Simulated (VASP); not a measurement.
# Ir (Fm-3m) in VASP: notebook

The runs below take Ir through single point, with PBE.

Everything below comes from runs of VASP 6.6.1. Logs are shortened: lines on timing, memory, paths and dates and some standing lists are left out, and cuts for length are marked.

### Step 1. The cell of the first run

The structure is cubic, space group Fm-3m (No. 225). Conventional cell: a = 3.647 Å, b = 3.647 Å, c = 3.647 Å, α = 90.00°, β = 90.00°, γ = 90.00°. Within 3.4 Å of Ir (site symmetry m-3m) lie 12 Ir at 2.58 Å.

### Step 2. Single point, PBE (strain -0.050 along x and y, -0.050 along z)

Input file INCAR:

```
SYSTEM = Ir
ALGO = Normal
EDIFF = 1E-6
ENCUT = 520
GGA = PE
ISIF = 2
ISMEAR = 0
LASPH = .True.
LCHARG = .False.
LREAL = .False.
LWAVE = .False.
NBANDS = 10
NELM = 80
PREC = Accurate
SIGMA = 0.15
```

Input file KPOINTS:

```
k-points
0
Gamma
  22 22 22
  0 0 0
```

Input file POSCAR:

```
Ir
1.0
    0.0000000000      1.8237150000      1.8237150000
    1.8237150000      0.0000000000      1.8237150000
    1.8237150000      1.8237150000      0.0000000000
Ir
1
Direct
    0.0000000000      0.0000000000      0.0000000000
```

Potentials or basis: VASP PAW PBE potentials, release 64 (Ir).

Command:

```console
cat potpaw_PBE.64/Ir/POTCAR > POTCAR
mpirun -np 1 vasp_std > vasp.out
```

OUTCAR:

```text
SYSTEM = Ir
   EDIFF = 1E-6
   ENCUT = 520
   GGA = PE
   ISIF = 2
   ISMEAR = 0
   LASPH = .True.
   LREAL = .False.
   NELM = 80
   PREC = Accurate

 ion  position               nearest neighbor table
   1  0.000  0.000  0.000-

  LATTYP: Found a face centered cubic cell.
 ALAT       =     3.6474300000

  Lattice vectors:

 A1 = (   0.0000000000,   1.8237150000,   1.8237150000)
 A2 = (   1.8237150000,   0.0000000000,   1.8237150000)
 A3 = (   1.8237150000,   1.8237150000,   0.0000000000)

Analysis of symmetry for initial positions (statically):
=====================================================================
 Subroutine PRICEL returns:
 Original cell was already a primitive cell.

 Routine SETGRP: Setting up the symmetry group for a
 face centered cubic supercell.

 Subroutine GETGRP returns: Found 48 space group operations
 (whereof 48 operations were pure point group operations)
 out of a pool of 48 trial point group operations.

The static configuration has the point symmetry O_h .

Analysis of symmetry for dynamics (positions and initial velocities):
=====================================================================
 Subroutine PRICEL returns:
 Original cell was already a primitive cell.

 Routine SETGRP: Setting up the symmetry group for a
 face centered cubic supercell.

 Subroutine GETGRP returns: Found 48 space group operations
 (whereof 48 operations were pure point group operations)
 out of a pool of 48 trial point group operations.

The dynamic configuration has the point symmetry O_h .

 Subroutine INISYM returns: Found 48 space group operations
 (whereof 48 operations are pure point group operations),
 and found     1 'primitive' translations

----------------------------------------------------------------------------------------

                                     Primitive cell

  volume of cell :      12.1311

  direct lattice vectors                    reciprocal lattice vectors
     0.000000000  1.823715000  1.823715000    -0.274165645  0.274165645  0.274165645
     1.823715000  0.000000000  1.823715000     0.274165645 -0.274165645  0.274165645
     1.823715000  1.823715000  0.000000000     0.274165645  0.274165645 -0.274165645

  length of vectors
     2.579122487  2.579122487  2.579122487     0.474868828  0.474868828  0.474868828

  position of ions in fractional coordinates (direct lattice)
     0.000000000  0.000000000  0.000000000

  ion indices of the primitive-cell ions
   primitive index   ion index
                 1           1

----------------------------------------------------------------------------------------

 KPOINTS: k-points

Automatic generation of k-mesh.
 Grid dimensions read from file:
 generate k-points for:   22   22   22

 Generating k-lattice:

  Cartesian coordinates                     Fractional coordinates (reciprocal lattice)
    -0.012462075  0.012462075  0.012462075     0.045454545  0.000000000  0.000000000
     0.012462075 -0.012462075  0.012462075     0.000000000  0.045454545  0.000000000
     0.012462075  0.012462075 -0.012462075     0.000000000  0.000000000  0.045454545

  Length of vectors
     0.021584947  0.021584947  0.021584947

  Shift w.r.t. Gamma in fractional coordinates (k-lattice)
     0.000000000  0.000000000  0.000000000

 Subroutine IBZKPT returns following result:
 ===========================================

 Found    328 irreducible k-points:

 Following reciprocal coordinates:
            Coordinates               Weight
  0.000000  0.000000  0.000000      1.000000
  0.045455  0.000000  0.000000      8.000000
  0.090909  0.000000  0.000000      8.000000
  0.136364  0.000000  0.000000      8.000000
  0.181818  0.000000  0.000000      8.000000
  0.227273  0.000000  0.000000      8.000000
[... 16 lines left out ...]
  0.500000  0.045455  0.000000     24.000000
 -0.454545  0.045455  0.000000     24.000000
 [... further k-points ...]
   k-points           NKPTS =    328   k-points in BZ     NKDIM =    328   number of bands    NBANDS=     10
   number of dos      NEDOS =    301   number of ions     NIONS =      1
   total plane-waves  NPLWV =   8000
   dimension x,y,z NGX =    20 NGY =   20 NGZ =   20
   dimension x,y,z NGXF=    40 NGYF=   40 NGZF=   40
   ions per type =               1
   NGX,Y,Z   is equivalent  to a cutoff of  12.89, 12.89, 12.89 a.u.
   NGXF,Y,Z  is equivalent  to a cutoff of  25.78, 25.78, 25.78 a.u.
 SYSTEM =  Ir
   PREC   = accura    normal or accurate (medium, high low for compatibility)
   ISTART =      0    job   : 0-new  1-cont  2-samecut
   ICHARG =      2    charge: 1-file 2-atom 10-const
   ISPIN  =      1    spin polarized calculation?
   LNONCOLLINEAR =      F non collinear calculations
   LSORBIT =      F    spin-orbit coupling
   LASPH  =      T    aspherical Exc in radial PAW
   ENCUT  =  520.0 eV  38.22 Ry    6.18 a.u.   4.80  4.80  4.80*2*pi/ulx,y,z
   NELM   =     80;   NELMIN=  2; NELMDL= -5     # of ELM steps
   EDIFF  = 0.1E-05   stopping-criterion for ELM
   LREAL  =      F    real-space projection
   EDIFFG = 0.1E-04   stopping-criterion for IOM
   NSW    =      0    number of steps for IOM
   IBRION =     -1    ionic relax: 0-MD 1-quasi-New 2-CG
   NFREE  =      0    steps in history (QN), initial steepest desc. (CG)
   ISIF   =      2    stress and relaxation
   ISYM   =      2    0-nonsym 1-usesym 2-fastsym
   POTIM  = 0.5000    time-step for ionic-motion
   TEBEG  =    0.0;   TEEND  =   0.0 temperature during run
   PSTRESS=    0.0 pullay stress
   NELECT =       9.0000    total number of electrons
   NUPDOWN=      -1.0000    fix difference up-down
   EMIN   =  10.00;   EMAX   =-10.00  energy-range for DOS
   EFERMI =   0.00;   METHOD = LEGACY
   ISMEAR =     0;   SIGMA  =   0.15  broadening in eV -4-tet -1-fermi 0-gaus
   EFERMI_NEDOS =   21; number of points for ismear=-14 and -15
   IALGO  =     38    algorithm
   IMIX   =      4    mixing-type and parameters
     AMIX     =   0.40;   BMIX     =  1.00
     AMIX_MAG =   1.60;   BMIX_MAG =  1.00
  volume/ion in A,a.u.               =      12.13        81.86
  Fermi-wavevector in a.u.,A,eV,Ry     =   1.482024  2.800620 29.883788  2.196396
  Thomas-Fermi vector in A             =   2.595862
   LORBIT       =      0    0 simple, 1 ext, 2 COOP (PROOUT), +10 PAW based schemes
   GGA     = PE    functional components
   LHFCALC =     F    Hartree Fock is set to
   AEXX    =    0.0000 exact exchange contribution
   IVDW    =     0    specifies the selected vdW correction
   LEPSILON=     F    determine dielectric tensor
   LRPA    =     F    only Hartree local field effects (RPA)
 non-spin polarized calculation
 Gauss-broadening in eV      SIGMA  =   0.15
  energy-cutoff  :      520.00
  volume of cell :       12.13
 maximum number of plane-waves:       335
   NGX =  9   NGY =  9   NGZ =  9

 number of electron       9.0000001 magnetization

 Free energy of the ion-electron system (eV)
  ---------------------------------------------------
  ext. energy  EPLUGINS =         0.00000000
  ---------------------------------------------------
  free energy    TOTEN  =        -8.23302776 eV

  energy without entropy =       -8.22352366  energy(sigma->0) =       -8.22827571

 E-fermi :  13.2725     XC(G=0): -14.9188

 val. band max:       13.2697933133   @ k =   0.4091   0.1818   0.0455
 cond. band min:      13.2831141654   @ k =   0.4545   0.3636   0.0000
 fundamental gap:      0.0133208521
 Fermi energy:        13.2724697172

 k-point     1 :       0.0000    0.0000    0.0000
  band No.  band energies     occupation
      1       0.4388      2.00000
      2       8.3859      2.00000
      3       8.3859      2.00000
      4       8.3859      2.00000
      5      11.8135      2.00000
      6      11.8135      2.00000
      7      27.1852      0.00000
      8      33.7320      0.00000
      9      33.7320      0.00000
     10      33.7320      0.00000

 k-point     2 :       0.0455    0.0000    0.0000
  band No.  band energies     occupation
      1       0.5485      2.00000
      2       8.3204      2.00000
      3       8.4363      2.00000
      4       8.4363      2.00000
      5      11.7758      2.00000
      6      11.7758      2.00000
      7      27.3886      0.00000
      8      33.1616      0.00000
      9      33.9229      0.00000
     10      33.9229      0.00000

 k-point     3 :       0.0909    0.0000    0.0000
  band No.  band energies     occupation
      1       0.8685      2.00000
      2       8.1450      2.00000
      3       8.5752      2.00000
      4       8.5752      2.00000
      5      11.6818      2.00000
      6      11.6818      2.00000
      7      27.9645      0.00000
      8      31.9716      0.00000
      9      34.4839      0.00000
     10      34.4839      0.00000

 k-point     4 :       0.1364    0.0000    0.0000
  band No.  band energies     occupation
      1       1.3689      2.00000
      2       7.9190      2.00000
      3       8.7609      2.00000
      4       8.7609      2.00000
      5      11.5910      2.00000
      6      11.5910      2.00000
      7      28.7729      0.00000
      8      30.7330      0.00000
      9      35.3821      0.00000
     10      35.3821      0.00000
[... 222 lines left out ...]
 k-point    22 :       0.4545    0.0455    0.0000
  band No.  band energies     occupation
      1       3.5376      2.00000
      2       8.1744      2.00000
      3       8.3845      2.00000
      4      11.1771      2.00000
      5      14.4211      0.00000
      6      14.5067      0.00000
      7      22.9709      0.00000
      8      27.3180      0.00000
      9      34.5731      0.00000
     10      35.0827      0.00000

 k-point    23 :       0.5000    0.0455    0.0000
  band No.  band energies     occupation
      1       3.5126      2.00000
      2       8.1257      2.00000
      3       8.3142      2.00000
      4      11.7204      2.00000
      5      14.5139      0.00000
      6      14.9348      0.00000
      7      22.3083      0.00000
      8      27.0038      0.00000
      9      34.3393      0.00000
     10      34.3805      0.00000

 k-point    24 :      -0.4545    0.0455    0.0000
  band No.  band energies     occupation
      1       3.5190      2.00000
      2       8.1511      2.00000
      3       8.3125      2.00000
      4      11.6271      2.00000
      5      14.3263      0.00000
      6      14.9874      0.00000
      7      22.4557      0.00000
      8      27.0665      0.00000
      9      34.2278      0.00000
     10      34.6874      0.00000

 [... further k-points ...]

------------------------ aborting loop because EDIFF is reached ----------------------------------------

  FORCE on cell =-STRESS in cart. coord.  units (eV):
  Direction    XX          YY          ZZ          XY          YZ          ZX
  --------------------------------------------------------------------------------------
  -------------------------------------------------------------------------------------
  Total        7.5113172      7.5113172      7.5113172      0.0000000     -0.0000000     -0.0000000
  in kB      992.0322219    992.0322219    992.0322219      0.0000000     -0.0000000     -0.0000000
  external PRESSURE =     992.0322219 kB  Pullay stress =       0.0000000 kB

 VOLUME and BASIS-vectors are now :
 -----------------------------------------------------------------------------
  energy-cutoff  :      520.00
  volume of cell :       12.13
      direct lattice vectors                 reciprocal lattice vectors
     0.000000000  1.823715000  1.823715000    -0.274165645  0.274165645  0.274165645
     1.823715000  0.000000000  1.823715000     0.274165645 -0.274165645  0.274165645
     1.823715000  1.823715000  0.000000000     0.274165645  0.274165645 -0.274165645

 POSITION                                       TOTAL-FORCE (eV/Angst)
 -----------------------------------------------------------------------------------
      0.00000      0.00000      0.00000         0.000000     -0.000000      0.000000
 -----------------------------------------------------------------------------------
    total drift:                                0.000000     -0.000000     -0.000000

  FREE ENERGIE OF THE ION-ELECTRON SYSTEM (eV)
  ---------------------------------------------------
  free  energy   TOTEN  =        -8.2330277636 eV

  energy  without entropy=       -8.2235236583  energy(sigma->0) =       -8.22827571
```

Run time: 35 s. Hardware: 1 thread of Intel Xeon 8259CL, shared host; peak memory 0.16 GiB.

Results:

| Quantity | Value |
| --- | --- |
| Free energy | -8.2330 eV |
| Pressure | 99.2 GPa |
| Band gap on the k mesh | zero (an odd number of electrons rules out a gap without spin polarisation) |

Levels at points of the mesh, in eV from the Fermi level:
```csv
k point,band 1,band 2,band 3,band 4,band 5,band 6,band 7,band 8,band 9
"(0.00, 0.00, 0.00)",-12.83,-4.89,-4.89,-4.89,-1.46,-1.46,13.91,20.46,20.46
"(0.50, 0.00, 0.00)",-9.86,-5.05,-5.05,-1.09,1.23,1.23,9.05,13.50,21.13
"(0.50, 0.50, 0.00)",-9.86,-9.19,1.20,1.80,2.00,2.00,12.50,12.50,12.89
```

Caveat: the cell differs from its parent crystal (strain -0.050 along x and y, -0.050 along z); the cell stands under pressure; spin-orbit coupling is left out, which moves the levels of the heavy elements.

### Step 3. Single point, PBE (strain -0.025 along x and y, -0.025 along z)

Input file INCAR:

```
PREC = Accurate ; ENCUT = 520
EDIFF = 1E-6 ; ISMEAR = 0
SIGMA = 0.15 ; LREAL = False
LASPH = True ; NELM = 60
ALGO = Normal ; ISIF = 2
LWAVE = False ; LCHARG = False
GGA = PE ; NBANDS = 10
```

Input file KPOINTS:

```
regular mesh
0
Gamma
  22 22 22
```

Input file POSCAR:

```
Ir
1.0
    0.0000000000      1.8717075000      1.8717075000
    1.8717075000      0.0000000000      1.8717075000
    1.8717075000      1.8717075000      0.0000000000
Ir
1
Direct
    0.0000000000      0.0000000000      0.0000000000
```

Potentials or basis: VASP PAW PBE potentials, release 64 (Ir).

Command:

```console
cat potpaw_PBE.64/Ir/POTCAR > POTCAR
mpirun -np 1 vasp_std > vasp.out
```

Wall time 45 s (1 thread of Intel Xeon 8259CL, shared host); peak memory 0.17 GiB.

The run converged. Its results:

```
Free energy            : -8.6685 eV
Pressure               : 46.2 GPa
Band gap on the k mesh : zero (an odd number of electrons rules out a gap without spin polarisation)
```

Levels at points of the mesh, in eV from the Fermi level:
```csv
k point,band 2,band 3,band 4,band 5,band 6,band 7
"(0.00, 0.00, 0.00)",-4.34,-4.34,-4.34,-1.30,-1.30,14.17
"(0.50, 0.00, 0.00)",-4.47,-4.47,-0.92,1.07,1.07,8.12
"(0.50, 0.50, 0.00)",-8.19,1.04,1.73,1.73,1.74,11.64
```

Caveat: the cell differs from its parent crystal (strain -0.025 along x and y, -0.025 along z); the cell stands under pressure; spin-orbit coupling is left out, which moves the levels of the heavy elements.

### Step 4. Single point, PBE (strain +0.025 along x and y, +0.025 along z)

Input file INCAR:

```
SYSTEM = Ir
ALGO     = Normal         ! electronic algorithm
EDIFF    = 1E-6           ! SCF threshold, eV
ENCUT    = 520            ! plane-wave cutoff, eV
GGA      = PE             ! functional
ISIF     = 2              ! what is computed and relaxed
ISMEAR   = 0              ! smearing method
LASPH    = .True.         ! aspherical terms in the spheres
LCHARG   = .True.         ! write CHGCAR
LELF     = .True.         ! ELF
LREAL    = .False.        ! projectors in reciprocal space
LVHAR    = .True.       
LWAVE    = .False.        ! write WAVECAR
NBANDS   = 10             ! bands
NELM     = 100            ! most SCF steps
PREC     = Accurate       ! precision mode
SIGMA    = 0.15           ! smearing width, eV
```

Input file KPOINTS:

```
k-points
0
Gamma
  22 22 22
  0 0 0
```

Input file POSCAR:

```
Ir
1.0
    0.0000000000      1.9676925000      1.9676925000
    1.9676925000      0.0000000000      1.9676925000
    1.9676925000      1.9676925000      0.0000000000
Ir
1
Direct
    0.0000000000      0.0000000000      0.0000000000
```

Command:

```console
cat potpaw_PBE.64/Ir/POTCAR > POTCAR
mpirun -np 1 vasp_std > vasp.out
```

It took 63 s on 1 thread of Intel Xeon 8259CL, shared host; peak memory 0.19 GiB.

Results (log left out):

- Free energy: -8.8183 eV
- Pressure: -14.8 GPa
- Band gap on the k mesh: zero (an odd number of electrons rules out a gap without spin polarisation)

Levels at points of the mesh, in eV from the Fermi level:
```csv
k point,band 1,band 2,band 3,band 4,band 5,band 6,band 7,band 8
"(0.00, 0.00, 0.00)",-10.31,-3.44,-3.44,-3.44,-1.05,-1.05,14.48,19.63
"(0.50, 0.00, 0.00)",-7.31,-3.52,-3.52,-0.53,0.80,0.80,6.57,14.01
"(0.50, 0.50, 0.00)",-7.06,-6.54,0.77,1.31,1.31,1.75,9.56,11.39
```

Caveat: the cell differs from its parent crystal (strain +0.025 along x and y, +0.025 along z); the cell stands under tension; spin-orbit coupling is left out, which moves the levels of the heavy elements.

### Step 5. Summary

| cell | gap on the mesh (eV) | pressure (GPa) |
| --- | --- | --- |
| a = 2.579 Å, angles 60.0°, 1 atom | none | 99.2 |
| a = 2.647 Å, angles 60.0°, 1 atom | none | 46.2 |
| a = 2.783 Å, angles 60.0°, 1 atom | none | -14.8 |

Alike in all rows: task single point; level PBE; potentials or basis VASP PAW PBE potentials, release 64 (Ir); no spin polarisation; k mesh 22 × 22 × 22; cutoff (eV) 520; smearing gaussian 0.15 eV.

Caveats: spin-orbit coupling is left out, which moves the levels of the heavy elements; the cell stands under pressure (at least some runs); the cell stands under tension (at least some runs).

Total energies depend on the potentials used, so only differences within one code and one set of settings carry meaning.
